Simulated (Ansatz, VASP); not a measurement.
**SnO2: VASP beside Ansatz**

File POSCAR:

```
SnO2
1.0
    4.7380000000      0.0000000000      0.0000000000
    0.0000000000      4.7380000000      0.0000000000
    0.0000000000      0.0000000000      3.1865000000
Sn O
2 4
Direct
    0.5000000000      0.5000000000      0.5000000000
    0.0000000000      0.0000000000      0.0000000000
    0.8071000000      0.1929000000      0.5000000000
    0.6929000000      0.6929000000      0.0000000000
    0.1929000000      0.8071000000      0.5000000000
    0.3071000000      0.3071000000      0.0000000000
```

File INCAR.step1:

```
SYSTEM = SnO2
PREC = Accurate ; ENCUT = 520
ISMEAR = -1 ; SIGMA = 0.05
LREAL = .False. ; LASPH = .True.
NELM = 60 ; NBANDS = 35
GGA = PE ; ALGO = Normal
EDIFF = 1E-4 ; LWAVE = .True.
LCHARG = .False.
```

INCAR.step2

```
SYSTEM = SnO2
PREC = Accurate ; ENCUT = 520
EDIFF = 1E-6 ; ISMEAR = -1
SIGMA = 0.05 ; LREAL = .False.
LASPH = .True. ; NELM = 60
ALGO = Normal ; ISIF = 2
LWAVE = .False. ; LCHARG = .False.
METAGGA = R2SCAN ; LMIXTAU = .True.
LUSE_VDW = .True. ; IVDW_NL = 2
BPARAM = 11.95 ; CPARAM = 0.0093
NBANDS = 35 ; ISTART = 1
```

Contents of KPOINTS:

```
regular mesh
0
Gamma
  6 6 8
  0 0 0
```

Contents of input.yaml:

```yaml
crystal:
  lattice:
    - [4.738, 0.0, 0.0]
    - [0.0, 4.738, 0.0]
    - [0.0, 0.0, 3.1865]
  atoms:
    - { symbol: Sn, position: [0.5, 0.5, 0.5] }
    - { symbol: Sn, position: [0.0, 0.0, 0.0] }
    - { symbol: O, position: [0.8071, 0.1929, 0.5] }
    - { symbol: O, position: [0.6929, 0.6929, 0.0] }
    - { symbol: O, position: [0.1929, 0.8071, 0.5] }
    - { symbol: O, position: [0.3071, 0.3071, 0.0] }
hamiltonian:
  xc: r2scan
  pseudopotentials: { kind: paw }
  dispersion: rvv10
kpoints:
  mp_grid: { grid: [6, 6, 8] }
scf:
  occupations: { method: fermi_dirac, width: 0.05 }
output:
  forces: true
  stress: true
  eigenvalues: true
```

Alike in both runs: task single point; functional r2SCAN; dispersion rVV10; k mesh 6 × 6 × 8; occupations fermi-dirac, width 0.05 eV; no spin polarisation.

|  | VASP | Ansatz |
| --- | --- | --- |
| version | VASP 6.6.1 | Ansatz 0.2.0 |
| potentials or method | VASP PAW PBE potentials, release 64 (Sn_d, O) | Ansatz PAW |
| plane-wave cutoff (eV) | 520 | 500 |
| valence electrons in the cell | 52 | 52 |

VASP gave:

```
gap on the k mesh at the Fermi level (eV)                     : 1.96
least direct gap on the mesh (eV)                             : 1.96
pressure (GPa)                                                : 3.2
traceless stress, the component that is largest in VASP (GPa) : 1.41
rms of the force components (eV/Å)                            : 0.135
```

Question: Which values does Ansatz return?

Answer: gap on the k mesh at the Fermi level (eV): 1.93; least direct gap on the mesh (eV): 1.93; pressure (GPa): 1.9; traceless stress, the component that is largest in VASP (GPa): 0.97; rms of the force components (eV/Å): 0.118.

VASP's potentials were made for PBE, not for r2SCAN. Atom by atom the forces differ by 0.017 eV/Å (rms over components).
